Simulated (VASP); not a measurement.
Crystal: Se.

```
Se
1.0
     0.00000    3.01000    3.01000
     3.01000    0.00000    3.01000
     3.01000    3.01000    0.00000
Se
2
Cartesian
  6.0200 6.0200 6.0200
  1.5050 1.5050 1.5050
```

This isn't the form of Se at room conditions, which is trigonal, of chains.

```yaml
Program: VASP 6.6.1
Task: relaxation of cell and atoms
Functional: PBE
Potentials_or_basis: VASP PAW PBE potentials, release 64 (Se)
Cutoff: 500 eV
k_mesh: 7 × 7 × 7
Occupations: gaussian, width 0.05 eV
Spin: no spin polarisation
```

At the start: pressure 8.1 GPa; volume 27.27 Å³/atom.

Q: How do energy, volume and symmetry change on relaxing?

A: Over 3 steps the energy falls by 96.4 meV/atom and the volume is 31.63 Å³/atom (+16.0 %); space group Fd-3m (No. 227, to 0.1 Å) before and after.

The path:
```
step  energy change (eV)  largest force (eV/Å)  pressure (GPa)  volume (Å³)
   1              0.0000                0.0000            8.06        54.54
   2             -0.1796                0.0000           -1.47        66.11
   3             -0.1927                0.0000            0.04        63.27
```

Final structure:
```xyz
2
Lattice="0.0000 3.1627 3.1627 3.1627 0.0000 3.1627 3.1627 3.1627 0.0000" Properties=species:S:1:pos:R:3 pbc="T T T"
Se    0.0000    0.0000    0.0000
Se    1.5813    1.5813    1.5813
```

Caveat: the volume moved by over 15 % at a fixed basis, so the end points are rough.
